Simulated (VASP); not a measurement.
Runs of VASP 6.6.1 on Ni. The structure is that of space group P6/mmm (No. 191), or close to it. The cells are those of the table. 

| task | potentials or basis | cell | cutoff (eV) | second run | gap on the mesh (eV) | pressure (GPa) | moment (μB) |
| --- | --- | --- | --- | --- | --- | --- | --- |
| single point | VASP PAW PBE potentials, release 64 (Ni) | a = 2.417, b = 2.417, c = 2.357 Å, angles 90.0, 90.0, 120.0°, 1 atom | 520 | - | none | -1.1 | 0.55 |
| relaxation of cell and atoms | VASP PAW PBE potentials, release 64 (Ni) | relaxed to -0.94 GPa from a = 2.417, b = 2.417, c = 2.357 Å, angles 90.0, 90.0, 120.0°, 1 atom | 600 | - | none | -1.0 | 0.55 |
| single point | VASP PAW PBE potentials, release 64 (Ni_sv_GW) | a = 2.417, b = 2.417, c = 2.357 Å, angles 90.0, 90.0, 120.0°, 1 atom | 590 | valence_matched | none | (a) | 0.57 |
| relaxation of cell and atoms | VASP PAW PBE potentials, release 64 (Ni) | relaxed to -0.94 GPa from a = 2.410, b = 2.410, c = 2.266 Å, angles 90.0, 90.0, 120.0°, 1 atom | 600 | - | none | -0.9 | 0.55 |

Alike in all rows: level PBE; spin collinear, ferromagnetic start; k mesh 18 × 18 × 17; smearing fermi-dirac 0.05 eV.

Question: Estimate the missing entries.

Answer: (a) -4.7.

Caveats: the cell is relaxed towards a set pressure, so the enthalpy falls and the energy may rise (some runs).

A gap of «none» marks levels without a gap at the run's occupations.

The runs don't all hold the same shells in valence.
